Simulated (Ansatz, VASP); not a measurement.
Ti2Al3Ru in VASP and in Ansatz

```xyz
6
Lattice="2.4963 -5.2843 0.0000 2.4963 5.2843 0.0000 0.0000 0.0000 5.0089" Properties=species:S:1:pos:R:3 pbc="T T T"
Ti    2.4963    0.0000    0.0000
Ti    0.0000    0.0000    0.0000
Al    2.4963   -2.6965    0.0000
Al    2.4963    2.6965    0.0000
Al    2.4963    0.0000    2.5044
Ru    0.0000    0.0000    2.5044
```

Alike in both runs: functional PBE; k mesh 8 × 8 × 8; occupations gaussian, width 0.1 eV; no spin polarisation.

Ansatz relaxed the structure, and its values are those at the end. VASP's run is a single point on that final structure, the one shown.

```csv
,VASP,Ansatz
version,VASP 6.6.1,Ansatz 0.2.0
potentials or method,"VASP PAW PBE potentials, release 64 (Ti_sv, Al, Ru_pv), cutoff 520 eV","scalar-relativistic, plane waves, PAW"
valence electrons in the cell,47,49
```

|  | VASP | Ansatz | Ansatz less VASP |
| --- | --- | --- | --- |
| gap on the k mesh at the Fermi level (eV) | none | none | - |
| pressure (GPa) | 0.0 | 0.0 | +0.05 |

A gap of «none» marks a metal or a gap that the smearing closes. With one functional, cell and mesh, what is left measures potentials, basis and numerics. VASP's potentials hold 47 valence electrons a cell and Ansatz's 49, so a difference there can come from the potentials and not from the codes.
